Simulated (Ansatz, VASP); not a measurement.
## SiC: VASP beside Ansatz

Contents of INCAR:

```
SYSTEM = SiC
PREC = Accurate
ENCUT = 520
EDIFF = 1E-7
ISMEAR = 0
SIGMA = 0.02
LREAL = .False.
LASPH = .True.
NELM = 120
ALGO = Normal
ISIF = 2
LWAVE = .False.
LCHARG = .False.
GGA = PE
IBRION = 2
NSW = 60
EDIFFG = -0.002
GGA_COMPAT = .False.
NELMIN = 4
```

The input KPOINTS:

```
regular mesh
0
Gamma
  10 10 10
  0 0 0
```

File POSCAR:

```
SiC
1.0
    0.0105508730      2.2012064055      2.1792155362
    2.2012064055      0.0105508730      2.1792155362
    2.2117572785      2.2117572785      0.0000000000
Si C
1 1
Direct
    0.0001401515      0.0001401515     -0.0001401515
    0.2498598485      0.2498598485      0.2501401515
```

Input for Ansatz:

```yaml
crystal:
  lattice:
    - [0.010550873, 2.2012064055, 2.1792155362]
    - [2.2012064055, 0.010550873, 2.1792155362]
    - [2.2117572785, 2.2117572785, 0.0]
  atoms:
    - { symbol: Si, position: [0.0001401515, 0.0001401515, -0.0001401515] }
    - { symbol: C, position: [0.2498598485, 0.2498598485, 0.2501401515] }
basis:
  ecutwfc: 420
kpoints:
  mp_grid: { grid: [10, 10, 10] }
hamiltonian:
  xc: pbe
  pseudopotentials: { kind: paw, azcp: { folder: soft_1 } }
scf:
  occupations: { method: gaussian, width: 0.02 }
output:
  forces: true
  stress: true
  eigenvalues: true
  write_density: true
  write_potential: true
  elf: true
  volumetric_format: npy
relax:
  adjacent_minimum: "off"
  f_tol: 0.002
  max_steps: 40
```

Change from the starting cell: strained cell.

Alike in both runs: task relaxation of the atoms; functional PBE; k mesh 10 × 10 × 10; occupations gaussian, width 0.02 eV; no spin polarisation.

|  | VASP | Ansatz |
| --- | --- | --- |
| version | VASP 6.6.1 | Ansatz 0.2.0 |
| potentials or method | VASP PAW PBE potentials, release 64 (Si, C), cutoff 520 eV | scalar-relativistic, plane waves, PAW |
| valence electrons in the cell | 8 | 8 |

|  | VASP | Ansatz | Ansatz less VASP |
| --- | --- | --- | --- |
| gap on the k mesh at the Fermi level, each at its own relaxed structure (eV) | 1.27 | 1.27 | +0.003 |

Ansatz's warnings: stress scf threshold loose.
